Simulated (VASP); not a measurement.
Crystal: P.

```
P
1.0
     0.00000    1.95743    1.95743
     1.95743    0.00000    1.95743
     1.95743    1.95743    0.00000
P
1
Direct
  0.00000 0.00000 0.00000
```

```yaml
Program: VASP 6.6.1
Task: relaxation of cell and atoms
Functional: PBE
Potentials_or_basis: VASP PAW PBE potentials, release 64 (P)
Cutoff: 600 eV
k_mesh: 17 × 17 × 17
Occupations: fermi-dirac, width 0.08 eV
Spin: no spin polarisation
```

At the start: pressure -2.7 GPa; volume 15.00 Å³/atom.

Q: How do energy, volume and symmetry change on relaxing?

A: Over 3 steps the energy falls by 4.3 meV/atom and the volume is 14.50 Å³/atom (-3.4 %); space group Fm-3m (No. 225, to 0.05 Å).

Step by step:
```tsv
step	energy change (eV)	largest force (eV/Å)	pressure (GPa)	volume (Å³)
1	0.0000	0.0000	-2.70	15.00
2	-0.0043	0.0000	0.24	14.46
3	-0.0043	0.0000	0.00	14.50
```

Final structure:
```cif
data_structure
_symmetry_space_group_name_H-M 'P 1'
_symmetry_Int_Tables_number 1
_cell_length_a 2.7370
_cell_length_b 2.7370
_cell_length_c 2.7370
_cell_angle_alpha 60.000
_cell_angle_beta 60.000
_cell_angle_gamma 60.000
_cell_volume 14.50
loop_
_atom_site_label
_atom_site_type_symbol
_atom_site_fract_x
_atom_site_fract_y
_atom_site_fract_z
_atom_site_occupancy
P1 P 0.00000 0.00000 0.00000 1
```
